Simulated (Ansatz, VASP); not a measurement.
SiO2: VASP beside Ansatz

```
CELL_PARAMETERS angstrom
5.41000 0.00000 0.00000
-2.70500 4.68520 0.00000
0.00000 0.00000 18.00000
ATOMIC_POSITIONS crystal
Si 0.33333 0.66667 0.58924
Si 0.33333 0.66667 0.41076
Si 0.66667 0.33333 0.58924
Si 0.66667 0.33333 0.41076
O 0.33333 0.66667 0.50000
O 0.66667 0.33333 0.50000
O 0.50000 0.00000 0.61661
O 0.50000 0.00000 0.38339
O 0.00000 0.50000 0.61661
O 0.00000 0.50000 0.38339
O 0.50000 0.50000 0.61661
O 0.50000 0.50000 0.38339
```

Alike in both runs: functional LDA; k mesh 4 × 4 × 1; no spin polarisation.

Ansatz relaxed the structure, and its values are those at the end. VASP's run is a single point on that final structure, the one shown.

```csv
,VASP,Ansatz
version,VASP 6.6.1,Ansatz 0.2.0
potentials or method,"VASP PAW LDA potentials, release 64 (Si, O)","scalar-relativistic, plane waves, PAW"
plane-wave cutoff (eV),520,420
occupations,"gaussian, width 0.01 eV",fixed
valence electrons in the cell,64,64
```

```tsv
	VASP	Ansatz	Ansatz less VASP
gap on the k mesh at the Fermi level (eV)	5.41	5.41	+0.001
least direct gap on the mesh (eV)	5.41	5.41	+0.001
rms of the force components (eV/Å)	0.025	0.001	-0.0243
```

LDA's correlation is that of Perdew and Zunger in VASP and of Perdew and Wang (1992) in Ansatz. Ansatz's warnings: structure snapped to symmetry, xc potential rough in thin density.
